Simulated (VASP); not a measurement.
# Al5Os3 (R-3m) in VASP: notebook

Al5Os3 is run at these levels: LDA; tasks: single point, relaxation of cell and atoms.

All numbers are computed with VASP 6.6.1; they aren't measurements. Logs are shortened: lines on timing, memory, paths and dates and some standing lists are left out, and cuts for length are marked.

## 1. The cell of the first run

It takes space group R-3m (No. 166, trigonal). Conventional cell: a = 5.560 Å, b = 5.560 Å, c = 12.457 Å, α = 90.00°, β = 90.00°, γ = 120.00°. Al (site symmetry 2/m) has 4 Os at 2.62 Å and 8 Al at 2.62 to 2.78 Å within 3.5 Å. Within 3.5 Å of Al (site symmetry -3m) lie 6 Al at 2.62 Å and 6 Os at 2.78 Å. Al (site symmetry -3m) has 6 Os at 2.62 Å and 6 Al at 2.78 Å within 3.5 Å. Within 3.5 Å of Os (site symmetry 2/m) lie 8 Al at 2.62 to 2.78 Å and 4 Os at 2.78 Å.

## 2. Single point, LDA

INCAR

```
SYSTEM = Al5Os3
PREC = Accurate
ENCUT = 520
EDIFF = 1E-6
ISMEAR = 1
SIGMA = 0.05
LREAL = .False.
LASPH = .True.
NELM = 100
ALGO = Normal
ISIF = 2
LWAVE = .False.
LCHARG = .False.
GGA = CA
NBANDS = 30
```

KPOINTS

```
regular mesh
0
Gamma
  4 4 4
  0 0 0
```

POSCAR

```
Al5Os3
1.0
    0.0000000000      3.9314826824      3.9314826824
    3.7078113626      0.2236713198      3.7078113626
    3.9314826824      3.9314826824      0.0000000000
Al Os
5 3
Direct
    0.0000000000      0.0000000000      0.0000000000
    0.0000000000      0.0000000000      0.5000000000
    0.0000000000      0.5000000000      0.0000000000
    0.5000000000      0.0000000000      0.0000000000
    0.5000000000      0.0000000000      0.5000000000
    0.0000000000      0.5000000000      0.5000000000
    0.5000000000      0.5000000000      0.0000000000
    0.5000000000      0.5000000000      0.5000000000
```

Potentials or basis: VASP PAW LDA potentials, release 64 (Al, Os).

Started as:

```bash
cat potpaw_LDA.64/Al/POTCAR potpaw_LDA.64/Os/POTCAR > POTCAR
mpirun -np 1 vasp_std > vasp.out
```

OUTCAR:

```text
SYSTEM = Al5Os3
   PREC = Accurate
   ENCUT = 520
   EDIFF = 1E-6
   ISMEAR = 1
   LREAL = .False.
   LASPH = .True.
   NELM = 100
   ISIF = 2
   GGA = CA

 ion  position               nearest neighbor table
   1  0.000  0.000  0.000-   3 2.62   6 2.62   3 2.62   6 2.62   7 2.62   7 2.62   4 2.78   2 2.78
                             5 2.78   4 2.78   5 2.78   2 2.78
   2  0.000  0.000  0.500-   6 2.62   3 2.62   3 2.62   6 2.62   8 2.62   8 2.62   1 2.78   1 2.78
                             5 2.78   4 2.78   5 2.78   4 2.78
   3  0.000  0.500  0.000-   1 2.62   2 2.62   1 2.62   2 2.62   4 2.62   4 2.62   7 2.78   6 2.78
                             6 2.78   8 2.78   7 2.78   8 2.78
   4  0.500  0.000  0.000-   7 2.62   8 2.62   3 2.62   7 2.62   8 2.62   3 2.62   1 2.78   2 2.78
                             5 2.78   1 2.78   2 2.78   5 2.78
   5  0.500  0.000  0.500-   8 2.62   7 2.62   6 2.62   7 2.62   8 2.62   6 2.62   2 2.78   1 2.78
                             4 2.78   1 2.78   2 2.78   4 2.78
   6  0.000  0.500  0.500-   2 2.62   1 2.62   1 2.62   2 2.62   5 2.62   5 2.62   8 2.78   3 2.78
                             3 2.78   7 2.78   7 2.78   8 2.78
   7  0.500  0.500  0.000-   4 2.62   5 2.62   1 2.62   4 2.62   5 2.62   1 2.62   8 2.78   3 2.78
                             6 2.78   8 2.78   3 2.78   6 2.78
   8  0.500  0.500  0.500-   5 2.62   4 2.62   2 2.62   4 2.62   5 2.62   2 2.62   7 2.78   3 2.78
                             6 2.78   7 2.78   3 2.78   6 2.78

  LATTYP: Found a trigonal (rhomboedric) cell.
 ALAT       =     5.2484053826
 COS(alpha) =     0.4388771045

  Lattice vectors:

 A1 = (  -0.2236713198,  -3.7078113626,   3.7078113626)
 A2 = (   3.7078113626,  -3.7078113626,  -0.2236713198)
 A3 = (   3.7078113626,   0.2236713198,   3.7078113626)

Analysis of symmetry for initial positions (statically):
=====================================================================
 Subroutine PRICEL returns:
 Original cell was already a primitive cell.

 Routine SETGRP: Setting up the symmetry group for a
 trigonal (rhombohedral) supercell.

 Subroutine GETGRP returns: Found 12 space group operations
 (whereof  4 operations were pure point group operations)
 out of a pool of 12 trial point group operations.

The static configuration has the point symmetry C_2h.
 The point group associated with its full space group is D_3d.

Analysis of symmetry for dynamics (positions and initial velocities):
=====================================================================
 Subroutine PRICEL returns:
 Original cell was already a primitive cell.

 Routine SETGRP: Setting up the symmetry group for a
 trigonal (rhombohedral) supercell.

 Subroutine GETGRP returns: Found 12 space group operations
 (whereof  4 operations were pure point group operations)
 out of a pool of 12 trial point group operations.

The dynamic configuration has the point symmetry C_2h.
 The point group associated with its full space group is D_3d.

 Subroutine INISYM returns: Found 12 space group operations
 (whereof  4 operations are pure point group operations),
 and found     1 'primitive' translations

----------------------------------------------------------------------------------------

                                     Primitive cell

  volume of cell :     111.1628

  direct lattice vectors                    reciprocal lattice vectors
     0.000000000  3.931482682  3.931482682    -0.131133762  0.131133762  0.123223202
     3.707811363  0.223671320  3.707811363     0.139044321 -0.139044321  0.139044321
     3.931482682  3.931482682  0.000000000     0.123223202  0.131133762 -0.131133762

  length of vectors
     5.559956130  5.248405383  5.559956130     0.222656876  0.240831829  0.222656876

  position of ions in fractional coordinates (direct lattice)
     0.000000000  0.000000000  0.000000000
     0.000000000  0.000000000  0.500000000
     1.000000000  0.500000000  1.000000000
     0.500000000  0.000000000  0.000000000
     0.500000000  0.000000000  0.500000000
     1.000000000  0.500000000  0.500000000
     0.500000000  0.500000000  1.000000000
     0.500000000  0.500000000  0.500000000

  ion indices of the primitive-cell ions
   primitive index   ion index
                 1           1
                 2           2
                 3           3
                 4           4
                 5           5
                 6           6
                 7           7
                 8           8

----------------------------------------------------------------------------------------

 KPOINTS: regular mesh

Automatic generation of k-mesh.
 Grid dimensions read from file:
 generate k-points for:    4    4    4

 Generating k-lattice:

  Cartesian coordinates                     Fractional coordinates (reciprocal lattice)
    -0.032783440  0.032783440  0.030805801     0.250000000 -0.000000000  0.000000000
     0.034761080 -0.034761080  0.034761080     0.000000000  0.250000000  0.000000000
     0.030805801  0.032783440 -0.032783440     0.000000000 -0.000000000  0.250000000

  Length of vectors
     0.055664219  0.060207957  0.055664219

  Shift w.r.t. Gamma in fractional coordinates (k-lattice)
     0.000000000  0.000000000  0.000000000

 Subroutine IBZKPT returns following result:
 ===========================================

 Found     13 irreducible k-points:

 Following reciprocal coordinates:
            Coordinates               Weight
  0.000000  0.000000  0.000000      1.000000
  0.250000 -0.000000  0.000000      6.000000
  0.500000 -0.000000  0.000000      3.000000
  0.000000  0.250000  0.000000      2.000000
  0.250000  0.250000  0.000000      6.000000
  0.500000  0.250000  0.000000      6.000000
 -0.250000  0.250000  0.000000      6.000000
  0.000000  0.500000  0.000000      1.000000
  0.250000  0.500000  0.000000      6.000000
  0.500000  0.500000  0.000000      3.000000
  0.500000  0.000000  0.250000     12.000000
 -0.250000  0.000000  0.250000      6.000000
 -0.250000  0.500000  0.250000      6.000000
   k-points           NKPTS =     13   k-points in BZ     NKDIM =     13   number of bands    NBANDS=     30
   number of dos      NEDOS =    301   number of ions     NIONS =      8
   total plane-waves  NPLWV =  70560
   dimension x,y,z NGX =    42 NGY =   40 NGZ =   42
   dimension x,y,z NGXF=    84 NGYF=   80 NGZF=   84
   ions per type =               5   3
   NGX,Y,Z   is equivalent  to a cutoff of  12.56, 12.67, 12.56 a.u.
   NGXF,Y,Z  is equivalent  to a cutoff of  25.12, 25.34, 25.12 a.u.
 SYSTEM =  Al5Os3
   PREC   = accura    normal or accurate (medium, high low for compatibility)
   ISTART =      0    job   : 0-new  1-cont  2-samecut
   ICHARG =      2    charge: 1-file 2-atom 10-const
   ISPIN  =      1    spin polarized calculation?
   LNONCOLLINEAR =      F non collinear calculations
   LSORBIT =      F    spin-orbit coupling
   LASPH  =      T    aspherical Exc in radial PAW
   ENCUT  =  520.0 eV  38.22 Ry    6.18 a.u.  10.34  9.76 10.34*2*pi/ulx,y,z
   NELM   =    100;   NELMIN=  2; NELMDL= -5     # of ELM steps
   EDIFF  = 0.1E-05   stopping-criterion for ELM
   LREAL  =      F    real-space projection
   EDIFFG = 0.1E-04   stopping-criterion for IOM
   NSW    =      0    number of steps for IOM
   IBRION =     -1    ionic relax: 0-MD 1-quasi-New 2-CG
   NFREE  =      0    steps in history (QN), initial steepest desc. (CG)
   ISIF   =      2    stress and relaxation
   ISYM   =      2    0-nonsym 1-usesym 2-fastsym
   POTIM  = 0.5000    time-step for ionic-motion
   TEBEG  =    0.0;   TEEND  =   0.0 temperature during run
   PSTRESS=    0.0 pullay stress
   NELECT =      39.0000    total number of electrons
   NUPDOWN=      -1.0000    fix difference up-down
   EMIN   =  10.00;   EMAX   =-10.00  energy-range for DOS
   EFERMI =   0.00;   METHOD = LEGACY
   ISMEAR =     1;   SIGMA  =   0.05  broadening in eV -4-tet -1-fermi 0-gaus
   EFERMI_NEDOS =   21; number of points for ismear=-14 and -15
   IALGO  =     38    algorithm
   IMIX   =      4    mixing-type and parameters
     AMIX     =   0.40;   BMIX     =  1.00
     AMIX_MAG =   1.60;   BMIX_MAG =  1.00
  volume/ion in A,a.u.               =      13.90        93.77
  Fermi-wavevector in a.u.,A,eV,Ry     =   1.154631  2.181936 18.138916  1.333173
  Thomas-Fermi vector in A             =   2.291266
   LORBIT       =      0    0 simple, 1 ext, 2 COOP (PROOUT), +10 PAW based schemes
   GGA     = CA    functional components
   LHFCALC =     F    Hartree Fock is set to
   AEXX    =    0.0000 exact exchange contribution
   IVDW    =     0    specifies the selected vdW correction
   LEPSILON=     F    determine dielectric tensor
   LRPA    =     F    only Hartree local field effects (RPA)
 non-spin polarized calculation
 Methfessel and Paxton  Order N= 1 SIGMA  =   0.05
  energy-cutoff  :      520.00
  volume of cell :      111.16
 maximum number of plane-waves:      3010
 NGX is ok and might be reduce to    42
   NGX = 21   NGY = 19   NGZ = 21

 number of electron      39.0000001 magnetization

 Free energy of the ion-electron system (eV)
  ---------------------------------------------------
  ext. energy  EPLUGINS =         0.00000000
  ---------------------------------------------------
  free energy    TOTEN  =       -59.89200672 eV

  energy without entropy =      -59.88839454  energy(sigma->0) =      -59.89080266

 E-fermi :   9.0733     XC(G=0): -12.2023

 val. band max:        9.0595286196   @ k =   0.0000   0.5000   0.0000
 cond. band min:       9.0748881920   @ k =   0.5000  -0.0000   0.0000
 fundamental gap:      0.0153595724
 Fermi energy:         9.0733063644

 k-point     1 :       0.0000    0.0000    0.0000
  band No.  band energies     occupation
      1      -2.3485      2.00000
      2       2.2313      2.00000
      3       3.2358      2.00000
      4       3.2358      2.00000
      5       3.6123      2.00000
      6       3.7012      2.00000
[... 22 lines left out ...]
     29      14.9570      0.00000
     30      14.9570      0.00000

 k-point     2 :       0.2500   -0.0000    0.0000
  band No.  band energies     occupation
      1      -1.8324      2.00000
      2       1.5534      2.00000
      3       2.6533      2.00000
      4       3.3872      2.00000
      5       3.6934      2.00000
      6       3.9200      2.00000
[... 22 lines left out ...]
     29      14.4843      0.00000
     30      15.1369      0.00000

 k-point     3 :       0.5000   -0.0000    0.0000
  band No.  band energies     occupation
      1      -0.4649      2.00000
      2      -0.3152      2.00000
      3       2.6491      2.00000
      4       3.6140      2.00000
      5       3.8837      2.00000
      6       4.3453      2.00000
[... 22 lines left out ...]
     29      14.2423      0.00000
     30      15.1488      0.00000

 k-point     4 :       0.0000    0.2500    0.0000
  band No.  band energies     occupation
      1      -1.7221      2.00000
      2       2.0054      2.00000
      3       2.7160      2.00000
      4       3.2896      2.00000
      5       3.4377      2.00000
      6       3.4377      2.00000
[... 22 lines left out ...]
     29      14.9860      0.00000
     30      15.4974      0.00000

 k-point     5 :       0.2500    0.2500    0.0000
  band No.  band energies     occupation
      1      -1.6262      2.00000
      2       2.2156      2.00000
      3       2.2737      2.00000
      4       2.7532      2.00000
      5       3.5178      2.00000
      6       3.7159      2.00000
[... 22 lines left out ...]
     29      14.5385      0.00000
     30      14.8785      0.00000
[... 163 lines left out ...]
     29      14.4676      0.00000
     30      15.1445      0.00000

 k-point    11 :       0.5000    0.0000    0.2500
  band No.  band energies     occupation
      1      -0.4776      2.00000
      2       0.5903      2.00000
      3       1.6739      2.00000
      4       3.2877      2.00000
      5       3.3954      2.00000
      6       4.4492      2.00000
[... 22 lines left out ...]
     29      14.7893      0.00000
     30      15.6762      0.00000

 k-point    12 :      -0.2500    0.0000    0.2500
  band No.  band energies     occupation
      1      -1.0437      2.00000
      2       1.2830      2.00000
      3       1.3390      2.00000
      4       3.7233      2.00000
      5       3.9108      2.00000
      6       4.0442      2.00000
[... 22 lines left out ...]
     29      14.8985      0.00000
     30      15.1762      0.00000

 k-point    13 :      -0.2500    0.5000    0.2500
  band No.  band energies     occupation
      1       0.5856      2.00000
      2       0.6589      2.00000
      3       1.0170      2.00000
      4       1.7262      2.00000
      5       4.0393      2.00000
      6       4.2295      2.00000
[... 22 lines left out ...]
     29      14.7285      0.00000
     30      15.7645      0.00000

------------------------ aborting loop because EDIFF is reached ----------------------------------------

  FORCE on cell =-STRESS in cart. coord.  units (eV):
  Direction    XX          YY          ZZ          XY          YZ          ZX
  --------------------------------------------------------------------------------------
  -------------------------------------------------------------------------------------
  Total        0.3720353      0.3720353      0.3720353      0.1132919      0.1132919     -0.1132919
  in kB        5.3621041      5.3621041      5.3621041      1.6328635      1.6328635     -1.6328635
  external PRESSURE =       5.3621041 kB  Pullay stress =       0.0000000 kB

 VOLUME and BASIS-vectors are now :
 -----------------------------------------------------------------------------
  energy-cutoff  :      520.00
  volume of cell :      111.16
      direct lattice vectors                 reciprocal lattice vectors
     0.000000000  3.931482682  3.931482682    -0.131133762  0.131133762  0.123223202
     3.707811363  0.223671320  3.707811363     0.139044321 -0.139044321  0.139044321
     3.931482682  3.931482682  0.000000000     0.123223202  0.131133762 -0.131133762

 POSITION                                       TOTAL-FORCE (eV/Angst)
 -----------------------------------------------------------------------------------
      0.00000      0.00000      0.00000         0.000000     -0.000000      0.000000
      1.96574      1.96574      0.00000        -0.000000     -0.000000     -0.000000
      1.85391      0.11184      1.85391         0.000000     -0.000000      0.000000
      0.00000      1.96574      1.96574         0.000000     -0.000000      0.000000
      1.96574      3.93148      1.96574        -0.000000     -0.000000      0.000000
      3.81965      2.07758      1.85391         0.000000     -0.000000      0.000000
      1.85391      2.07758      3.81965         0.000000     -0.000000      0.000000
      3.81965      4.04332      3.81965         0.000000      0.000000      0.000000
 -----------------------------------------------------------------------------------
    total drift:                               -0.000000      0.000000     -0.000000

  FREE ENERGIE OF THE ION-ELECTRON SYSTEM (eV)
  ---------------------------------------------------
  free  energy   TOTEN  =       -59.8920067248 eV

  energy  without entropy=      -59.8883945427  energy(sigma->0) =      -59.89080266
```

It took 21 s on 1 thread of Intel Xeon 6975P-C (Granite Rapids), shared host; peak memory 0.21 GiB.

What came out:

```
Free energy : -59.8920 eV
Pressure    : 0.5 GPa
```

Caveat: the k points lie up to 0.38 Å⁻¹ apart; spin-orbit coupling is left out, which moves the levels of the heavy elements.

## 3. Single point, LDA

INCAR

```
SYSTEM = Al5Os3
PREC     = Accurate       ! precision mode
ENCUT    = 520            ! plane-wave cutoff, eV
EDIFF    = 1E-6           ! SCF threshold, eV
ISMEAR   = 1              ! smearing method
SIGMA    = 0.05           ! smearing width, eV
LREAL    = .False.        ! projectors in reciprocal space
LASPH    = .True.         ! aspherical terms in the spheres
NELM     = 80             ! most SCF steps
ALGO     = Normal         ! electronic algorithm
ISIF     = 2              ! what is computed and relaxed
LWAVE    = .False.        ! write WAVECAR
LCHARG   = .False.        ! write CHGCAR
GGA      = CA             ! functional
NBANDS   = 30             ! bands
```

KPOINTS is that of step 2.

POSCAR

```
Al5Os3
1.0
    0.0000000000      3.9314826557      3.9314826557
    3.9314826557      0.0000000000      3.9314826557
    3.7078113240      3.7078113240      0.2236713317
Os Al
3 5
Direct
    0.0000000000      0.0000000000      0.0000000000
    0.0000000000      0.5000000000      0.0000000000
    0.5000000000      0.0000000000      0.0000000000
    0.0000000000      0.0000000000      0.5000000000
    0.0000000000      0.5000000000      0.5000000000
    0.5000000000      0.0000000000      0.5000000000
    0.5000000000      0.5000000000      0.0000000000
    0.5000000000      0.5000000000      0.5000000000
```

Potentials or basis: VASP PAW LDA potentials, release 64 (Os, Al).

Started as:

```bash
cat potpaw_LDA.64/Os/POTCAR potpaw_LDA.64/Al/POTCAR > POTCAR
mpirun -np 1 vasp_std > vasp.out
```

Run time: 22 s. Hardware: 1 thread of Intel Xeon 6975P-C (Granite Rapids), shared host; peak memory 0.22 GiB.

Results (log left out):

| Property | Result |
| --- | --- |
| Free energy | -59.8920 eV |
| Pressure | 0.5 GPa |

Stress tensor (GPa, compression positive):
```
 0.54 -0.16  0.16
-0.16  0.54  0.16
 0.16  0.16  0.54
```

Levels at points of the mesh, in eV from the Fermi level:
```tsv
k point	band 16	band 17	band 18	band 19	band 20	band 21	band 22	band 23
(0.00, 0.00, 0.00)	-1.03	-0.50	-0.43	-0.43	0.03	0.06	0.06	0.09
(0.50, 0.00, 0.00)	-1.06	-0.88	-0.42	-0.17	-0.13	0.00	0.18	0.93
(0.50, 0.50, 0.00)	-1.61	-0.70	-0.42	-0.26	0.05	1.08	1.82	1.98
(0.00, 0.00, 0.50)	-0.56	-0.43	-0.43	-0.01	-0.01	1.40	2.05	2.05
```

Caveat: the k points lie up to 0.38 Å⁻¹ apart; spin-orbit coupling is left out, which moves the levels of the heavy elements.

(Part 1 of 2 ends here.)
